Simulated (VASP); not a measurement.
Runs of VASP 6.6.1 on Ta. The structure is that of space group P6_3/mmc (No. 194), or close to it. The cells are those of the table. 

```csv
cell,further INCAR settings,gap on the mesh (eV),pressure (GPa),largest force (eV/Å)
"a = 2.886, b = 2.908, c = 5.166 Å, angles 90.0, 90.0, 119.8°, 2 atoms",ALGO = Fast; EDIFF = 1e-06; NBANDS = 18,none,-7.0,(b)
"a = 2.929, b = 2.886, c = 5.166 Å, angles 90.0, 90.0, 120.5°, 2 atoms",ALGO = Fast; EDIFF = 1e-07; NBANDS = 18,none,-7.0,(a)
"a = 2.857, b = 2.922, c = 5.166 Å, angles 90.0, 90.0, 119.3°, 2 atoms",ALGO = Fast; EDIFF = 1e-06; NBANDS = 18,none,-7.0,0.13
"a = 2.951, b = 2.875, c = 5.166 Å, angles 90.0, 90.0, 120.9°, 2 atoms",ALGO = Fast; EDIFF = 1e-06; NBANDS = 18,none,-6.9,0.16
```

Alike in all rows: task single point; level PBEsol; potentials or basis VASP PAW PBE potentials, release 64 (Ta_pv); no spin polarisation; k mesh 18 × 18 × 10; cutoff (eV) 520; smearing gaussian 0.15 eV.

Task: Fill in the values left out.

Result: (a) 0.09; (b) 0.04.

Caveats: the PAW data sets were made with another functional, which shifts forces and pressure a little; spin-orbit coupling is left out, which moves the levels of the heavy elements.

A k mesh can miss the band edges, and the runs leave out spin-orbit coupling on Ta.

A gap of «none» marks levels without a gap at the run's occupations.
